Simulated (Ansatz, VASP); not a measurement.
# HgTe in VASP and in Ansatz

INCAR

```
SYSTEM = HgTe
ALGO = Normal
EDIFF = 1E-6
ENCUT = 520
GGA = PS
ISIF = 2
ISMEAR = 0
LASPH = .True.
LCHARG = .False.
LREAL = .False.
LWAVE = .False.
NBANDS = 16
NELM = 60
PREC = Accurate
SIGMA = 0.15
```

Contents of KPOINTS:

```
k-points
0
Gamma
  16 16 16
  0 0 0
```

Contents of POSCAR:

```
HgTe
1.0
    0.0000000000      3.4186805378      3.4186805378
    3.4186805378      0.0000000000      3.4186805378
    3.4186805378      3.4186805378      0.0000000000
Hg Te
1 1
Direct
    0.0000000000      0.0000000000      0.0000000000
    0.7500000000      0.7500000000      0.7500000000
```

Input for Ansatz:

```yaml
crystal:
  lattice:
    - [0.0, 3.4186805378, 3.4186805378]
    - [3.4186805378, 0.0, 3.4186805378]
    - [3.4186805378, 3.4186805378, 0.0]
  atoms:
    - { symbol: Hg, position: [0.0, 0.0, 0.0] }
    - { symbol: Te, position: [0.75, 0.75, 0.75] }
basis:
  ecutwfc: 420
kpoints:
  mp_grid: { grid: [16, 16, 16] }
hamiltonian:
  xc: pbesol
scf:
  occupations: { method: gaussian, width: 0.15 }
output:
  forces: true
  stress: true
  eigenvalues: true
```

Change from the starting cell: strain +0.050 along x and y, +0.050 along z, atoms carried along.

Alike in both runs: task single point; functional PBEsol; k mesh 16 × 16 × 16; occupations gaussian, width 0.15 eV; no spin polarisation.

```csv
,VASP,Ansatz
version,VASP 6.6.1,Ansatz 0.2.0
potentials or method,"VASP PAW PBE potentials, release 64 (Hg, Te), cutoff 520 eV","scalar-relativistic, plane waves, PAW"
valence electrons in the cell,18,36
```

```csv
,VASP,Ansatz,Ansatz less VASP
gap on the k mesh at the Fermi level (eV),none,none,-
pressure (GPa),-4.2,-4.2,-0.05
```

VASP's potentials were made for PBE, not for PBEsol. A gap of «none» marks a metal or a gap that the smearing closes. VASP's potentials hold 18 valence electrons a cell and Ansatz's 36, so a difference there can come from the potentials and not from the codes.

Spin-orbit coupling is off throughout.
